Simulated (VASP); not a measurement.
# GaN (I-4m2) in VASP: single point with PBEsol

Aim: the single point of GaN with PBEsol.

Everything below comes from runs of VASP 6.6.1. Logs are shortened: lines on timing, memory, paths and dates and some standing lists are left out, and cuts for length are marked.

## Step 1: The cell of the first run

The structure is tetragonal, space group I-4m2 (No. 119). The conventional cell has a = 3.181 Å, b = 3.181 Å, c = 4.183 Å, α = 90.00°, β = 90.00°, γ = 90.00°. Within 2.5 Å of Ga (site symmetry -4m2) lie 4 N at 1.90 Å. Within 2.5 Å of N (site symmetry -4m2) lie 4 Ga at 1.90 Å.

## Step 2: Single point, PBEsol (mode 4 frozen in at +0.000 Å, normal strain along x -0.0700)

Contents of INCAR:

```
PREC = Accurate
ENCUT = 520
EDIFF = 1E-7
ISMEAR = 0
SIGMA = 0.05
LREAL = F
LASPH = T
NELM = 80
ALGO = Normal
ISIF = 2
LWAVE = F
LCHARG = F
GGA = PS
NBANDS = 16
```

Contents of KPOINTS:

```
Automatic mesh
0
Gamma
  10 10 10
```

Contents of POSCAR:

```
GaN
1.0
    0.0000000000      2.2489555081      2.2489555081
    2.0915286225      0.0000000000      2.2489555081
    2.0915286225      2.2489555081      0.0000000000
Ga N
1 1
Direct
    0.0000000000      0.0000000000      0.0000000000
    0.7500000000      0.7500000000      0.7500000000
```

Potentials or basis: VASP PAW PBE potentials, release 64 (Ga_d, N).

The run is started by

```bash
$ cat potpaw_PBE.64/Ga_d/POTCAR potpaw_PBE.64/N/POTCAR > POTCAR
$ mpirun -np 1 vasp_std > vasp.out
```

OUTCAR:

```text
PREC = Accurate
   ENCUT = 520
   EDIFF = 1E-7
   ISMEAR = 0
   LREAL = F
   LASPH = T
   NELM = 80
   ISIF = 2
   GGA = PS

 ion  position               nearest neighbor table
   1  0.000  0.000  0.000-   2 1.90   2 1.90   2 1.90   2 1.90
   2  0.750  0.750  0.750-   1 1.90   1 1.90   1 1.90   1 1.90

  LATTYP: Found a body centered tetragonal cell.
 ALAT       =     3.1805033807
 C/A-ratio  =     1.3152186130

  Lattice vectors:

 A1 = (  -2.0915286225,   0.0000000000,  -2.2489555081)
 A2 = (  -2.0915286225,   0.0000000000,   2.2489555081)
 A3 = (   2.0915286225,   2.2489555081,   0.0000000000)

Analysis of symmetry for initial positions (statically):
=====================================================================
 Subroutine PRICEL returns:
 Original cell was already a primitive cell.

 Routine SETGRP: Setting up the symmetry group for a
 body centered tetragonal supercell.

 Subroutine GETGRP returns: Found  8 space group operations
 (whereof  8 operations were pure point group operations)
 out of a pool of 16 trial point group operations.

The static configuration has the point symmetry D_2d.

Analysis of symmetry for dynamics (positions and initial velocities):
=====================================================================
 Subroutine PRICEL returns:
 Original cell was already a primitive cell.

 Routine SETGRP: Setting up the symmetry group for a
 body centered tetragonal supercell.

 Subroutine GETGRP returns: Found  8 space group operations
 (whereof  8 operations were pure point group operations)
 out of a pool of 16 trial point group operations.

The dynamic configuration has the point symmetry D_2d.

 Subroutine INISYM returns: Found  8 space group operations
 (whereof  8 operations are pure point group operations),
 and found     1 'primitive' translations

----------------------------------------------------------------------------------------

                                     Primitive cell

  volume of cell :      21.1571

  direct lattice vectors                    reciprocal lattice vectors
     0.000000000  2.248955508  2.248955508    -0.239059602  0.222325430  0.222325430
     2.091528622  0.000000000  2.248955508     0.239059602 -0.222325430  0.222325430
     2.091528622  2.248955508  0.000000000     0.239059602  0.222325430 -0.222325430

  length of vectors
     3.180503381  3.071203812  3.071203812     0.394976818  0.394976818  0.394976818

  position of ions in fractional coordinates (direct lattice)
     0.000000000  0.000000000  0.000000000
     0.750000000  0.750000000  0.750000000

  ion indices of the primitive-cell ions
   primitive index   ion index
                 1           1
                 2           2

----------------------------------------------------------------------------------------

 KPOINTS: Automatic mesh

Automatic generation of k-mesh.
 Grid dimensions read from file:
 generate k-points for:   10   10   10

 Generating k-lattice:

  Cartesian coordinates                     Fractional coordinates (reciprocal lattice)
    -0.023905960  0.022232543  0.022232543     0.100000000  0.000000000  0.000000000
     0.023905960 -0.022232543  0.022232543     0.000000000  0.100000000 -0.000000000
     0.023905960  0.022232543 -0.022232543     0.000000000 -0.000000000  0.100000000

  Length of vectors
     0.039497682  0.039497682  0.039497682

  Shift w.r.t. Gamma in fractional coordinates (k-lattice)
     0.000000000  0.000000000  0.000000000

 Subroutine IBZKPT returns following result:
 ===========================================

 Found    102 irreducible k-points:

 Following reciprocal coordinates:
            Coordinates               Weight
  0.000000  0.000000  0.000000      1.000000
  0.100000  0.000000  0.000000      8.000000
  0.200000  0.000000  0.000000      8.000000
  0.300000  0.000000  0.000000      8.000000
  0.400000  0.000000  0.000000      8.000000
  0.500000 -0.000000 -0.000000      4.000000
[... 16 lines left out ...]
  0.300000  0.300000  0.000000      4.000000
  0.400000  0.300000 -0.000000     16.000000
 [... further k-points ...]
   k-points           NKPTS =    102   k-points in BZ     NKDIM =    102   number of bands    NBANDS=     16
   number of dos      NEDOS =    301   number of ions     NIONS =      2
   total plane-waves  NPLWV =  13824
   dimension x,y,z NGX =    24 NGY =   24 NGZ =   24
   dimension x,y,z NGXF=    48 NGYF=   48 NGZF=   48
   ions per type =               1   1
   NGX,Y,Z   is equivalent  to a cutoff of  12.54, 12.99, 12.99 a.u.
   NGXF,Y,Z  is equivalent  to a cutoff of  25.09, 25.98, 25.98 a.u.
 SYSTEM =  unknown system
   PREC   = accura    normal or accurate (medium, high low for compatibility)
   ISTART =      0    job   : 0-new  1-cont  2-samecut
   ICHARG =      2    charge: 1-file 2-atom 10-const
   ISPIN  =      1    spin polarized calculation?
   LNONCOLLINEAR =      F non collinear calculations
   LSORBIT =      F    spin-orbit coupling
   LASPH  =      T    aspherical Exc in radial PAW
   ENCUT  =  520.0 eV  38.22 Ry    6.18 a.u.   5.91  5.71  5.71*2*pi/ulx,y,z
   NELM   =     80;   NELMIN=  2; NELMDL= -5     # of ELM steps
   EDIFF  = 0.1E-06   stopping-criterion for ELM
   LREAL  =      F    real-space projection
   EDIFFG = 0.1E-05   stopping-criterion for IOM
   NSW    =      0    number of steps for IOM
   IBRION =     -1    ionic relax: 0-MD 1-quasi-New 2-CG
   NFREE  =      0    steps in history (QN), initial steepest desc. (CG)
   ISIF   =      2    stress and relaxation
   ISYM   =      2    0-nonsym 1-usesym 2-fastsym
   POTIM  = 0.5000    time-step for ionic-motion
   TEBEG  =    0.0;   TEEND  =   0.0 temperature during run
   PSTRESS=    0.0 pullay stress
   NELECT =      18.0000    total number of electrons
   NUPDOWN=      -1.0000    fix difference up-down
   EMIN   =  10.00;   EMAX   =-10.00  energy-range for DOS
   EFERMI =   0.00;   METHOD = LEGACY
   ISMEAR =     0;   SIGMA  =   0.05  broadening in eV -4-tet -1-fermi 0-gaus
   EFERMI_NEDOS =   21; number of points for ismear=-14 and -15
   IALGO  =     38    algorithm
   IMIX   =      4    mixing-type and parameters
     AMIX     =   0.40;   BMIX     =  1.00
     AMIX_MAG =   1.60;   BMIX_MAG =  1.00
  volume/ion in A,a.u.               =      10.58        71.39
  Fermi-wavevector in a.u.,A,eV,Ry     =   1.551245  2.931429 32.740544  2.406362
  Thomas-Fermi vector in A             =   2.655792
   LORBIT       =      0    0 simple, 1 ext, 2 COOP (PROOUT), +10 PAW based schemes
   GGA     = PS    functional components
   LHFCALC =     F    Hartree Fock is set to
   AEXX    =    0.0000 exact exchange contribution
   IVDW    =     0    specifies the selected vdW correction
   LEPSILON=     F    determine dielectric tensor
   LRPA    =     F    only Hartree local field effects (RPA)
 non-spin polarized calculation
 Gauss-broadening in eV      SIGMA  =   0.05
  energy-cutoff  :      520.00
  volume of cell :       21.16
 maximum number of plane-waves:       588
   NGX = 11   NGY = 11   NGZ = 11

 number of electron      17.9999998 magnetization

 Free energy of the ion-electron system (eV)
  ---------------------------------------------------
  ext. energy  EPLUGINS =         0.00000000
  ---------------------------------------------------
  free energy    TOTEN  =       -13.02588984 eV

  energy without entropy =      -13.02588984  energy(sigma->0) =      -13.02588984

 E-fermi :   6.5573     XC(G=0): -12.3356

 val. band max:        6.2488462682   @ k =   0.0000   0.0000   0.0000
 cond. band min:       8.2245818265   @ k =   0.0000   0.0000   0.0000
 fundamental gap:      1.9757355583
 Fermi energy:         6.5572663654

 k-point     1 :       0.0000    0.0000    0.0000
  band No.  band energies     occupation
      1     -10.5883      2.00000
      2      -7.4887      2.00000
      3      -7.4887      2.00000
      4      -7.4074      2.00000
      5      -7.0636      2.00000
      6      -7.0473      2.00000
[... 8 lines left out ...]
     15      24.5372      0.00000
     16      24.5372      0.00000

 k-point     2 :       0.1000    0.0000    0.0000
  band No.  band energies     occupation
      1     -10.4571      2.00000
      2      -7.4718      2.00000
      3      -7.4600      2.00000
      4      -7.3882      2.00000
      5      -7.0631      2.00000
      6      -7.0506      2.00000
[... 8 lines left out ...]
     15      23.3570      0.00000
     16      25.3460      0.00000

 k-point     3 :       0.2000    0.0000    0.0000
  band No.  band energies     occupation
      1     -10.1151      2.00000
      2      -7.4336      2.00000
      3      -7.3857      2.00000
      4      -7.2828      2.00000
      5      -7.0546      2.00000
      6      -7.0526      2.00000
[... 8 lines left out ...]
     15      22.8021      0.00000
     16      24.4632      0.00000

 k-point     4 :       0.3000    0.0000    0.0000
  band No.  band energies     occupation
      1      -9.7219      2.00000
      2      -7.4018      2.00000
      3      -7.3408      2.00000
      4      -7.0633      2.00000
      5      -7.0264      2.00000
      6      -6.8880      2.00000
[... 8 lines left out ...]
     15      23.7629      0.00000
     16      24.3470      0.00000
[... 324 lines left out ...]
 k-point    22 :      -0.2000    0.2000   -0.0000
  band No.  band energies     occupation
      1      -9.5906      2.00000
      2      -7.3725      2.00000
      3      -7.3199      2.00000
      4      -7.1248      2.00000
      5      -7.0672      2.00000
      6      -6.6498      2.00000
[... 8 lines left out ...]
     15      24.3566      0.00000
     16      27.1819      0.00000

 k-point    23 :       0.3000    0.3000    0.0000
  band No.  band energies     occupation
      1      -9.5045      2.00000
      2      -7.3039      2.00000
      3      -7.2355      2.00000
      4      -7.1946      2.00000
      5      -7.0074      2.00000
      6      -6.7680      2.00000
[... 8 lines left out ...]
     15      27.8339      0.00000
     16      30.6026      0.00000

 k-point    24 :       0.4000    0.3000   -0.0000
  band No.  band energies     occupation
      1      -9.3201      2.00000
      2      -7.3157      2.00000
      3      -7.1933      2.00000
      4      -7.1555      2.00000
      5      -6.9923      2.00000
      6      -6.3179      2.00000
[... 8 lines left out ...]
     15      28.1525      0.00000
     16      30.6323      0.00000

 [... further k-points ...]

------------------------ aborting loop because EDIFF is reached ----------------------------------------

  FORCE on cell =-STRESS in cart. coord.  units (eV):
  Direction    XX          YY          ZZ          XY          YZ          ZX
  --------------------------------------------------------------------------------------
  -------------------------------------------------------------------------------------
  Total        2.6131848      1.7125337      1.7125337      0.0000000      0.0000000     -0.0000000
  in kB      197.8906060    129.6863216    129.6863216      0.0000000      0.0000000     -0.0000000
  external PRESSURE =     152.4210831 kB  Pullay stress =       0.0000000 kB

 VOLUME and BASIS-vectors are now :
 -----------------------------------------------------------------------------
  energy-cutoff  :      520.00
  volume of cell :       21.16
      direct lattice vectors                 reciprocal lattice vectors
     0.000000000  2.248955508  2.248955508    -0.239059602  0.222325430  0.222325430
     2.091528622  0.000000000  2.248955508     0.239059602 -0.222325430  0.222325430
     2.091528622  2.248955508  0.000000000     0.239059602  0.222325430 -0.222325430

 POSITION                                       TOTAL-FORCE (eV/Angst)
 -----------------------------------------------------------------------------------
      0.00000      0.00000      0.00000         0.000000      0.000000      0.000000
      3.13729      3.37343      3.37343        -0.000000     -0.000000     -0.000000
 -----------------------------------------------------------------------------------
    total drift:                                0.000003     -0.000001     -0.000001

  FREE ENERGIE OF THE ION-ELECTRON SYSTEM (eV)
  ---------------------------------------------------
  free  energy   TOTEN  =       -13.0258898350 eV

  energy  without entropy=      -13.0258898350  energy(sigma->0) =      -13.02588984
```

Run time: 15 s. Hardware: 1 thread of Intel Xeon Platinum 8488C (Sapphire Rapids), shared host; peak memory 0.16 GiB.

What came out:

| Property | Result |
| --- | --- |
| Free energy | -13.0259 eV |
| Pressure | 15.2 GPa |
| Band gap on the k mesh | 1.98 eV, direct |

Levels at points of the mesh, in eV from the valence-band top:
```
           k point  band 5  band 6  band 7  band 8  band 9  band 10  band 11  band 12  band 13  band 14
(0.00, 0.00, 0.00)  -13.31  -13.30   -0.31   -0.31    0.00     1.98    10.41    10.59    10.59    18.24
(0.50, 0.00, 0.00)  -13.22  -12.04   -7.84   -1.55   -1.02     4.76     8.85     9.89    11.26    15.80
(0.50, 0.50, 0.00)  -13.22  -11.78   -6.99   -3.03   -2.97     3.24     7.25    11.56    13.76    15.53
(0.00, 0.50, 0.50)  -13.19  -11.34   -6.14   -3.61   -3.61     2.74     5.95    12.73    14.22    14.22
```

Caveat: the cell differs from its parent crystal (mode 4 frozen in at +0.000 Å, normal strain along x -0.0700); the PAW data sets were made with another functional, which shifts forces and pressure a little.
